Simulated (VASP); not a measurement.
Here is a VASP 6.6.1 calculation.

File INCAR:

```
SYSTEM = TiAl
ALGO = Fast ; EDIFF = 1E-6
ENCUT = 520 ; GGA = PS
ISIF = 2 ; ISMEAR = 0
LASPH = .TRUE. ; LCHARG = .FALSE.
LREAL = .FALSE. ; LWAVE = .FALSE.
NBANDS = 14 ; NELM = 60
PREC = Accurate ; SIGMA = 0.15
```

File KPOINTS:

```
k-points
0
G
  16 16 16
  0 0 0
```

File POSCAR:

```
TiAl
1.0
    3.1790640000      0.0119214900      0.0000000000
    0.0119214900      3.1790640000      0.0000000000
    0.0000000000      0.0000000000      3.1790640000
Ti Al
1 1
Direct
    0.0000000000      0.0000000000      0.0000000000
    0.5000000000      0.5000000000      0.5000000000
```

Potentials or basis: VASP PAW PBE potentials, release 64 (Ti_sv, Al).

Run with:

```bash
$ cat potpaw_PBE.64/Ti_sv/POTCAR potpaw_PBE.64/Al/POTCAR > POTCAR
$ mpirun -np 1 vasp_std > vasp.out
```

What does it give for the band gap on the k mesh?

Zero (an odd number of electrons rules out a gap without spin polarisation).

Estimate the pressure.

-2.3 GPa.

Stress tensor (GPa, compression positive):
```
-2.34 -0.51  0.00
-0.51 -2.34  0.00
 0.00  0.00 -2.33
```

Caveat: the cell differs from its parent crystal (strain +0.0075 x Voigt [0, 0, 0, 0, 0, 1]); the PAW data sets were made with another functional, which shifts forces and pressure a little.
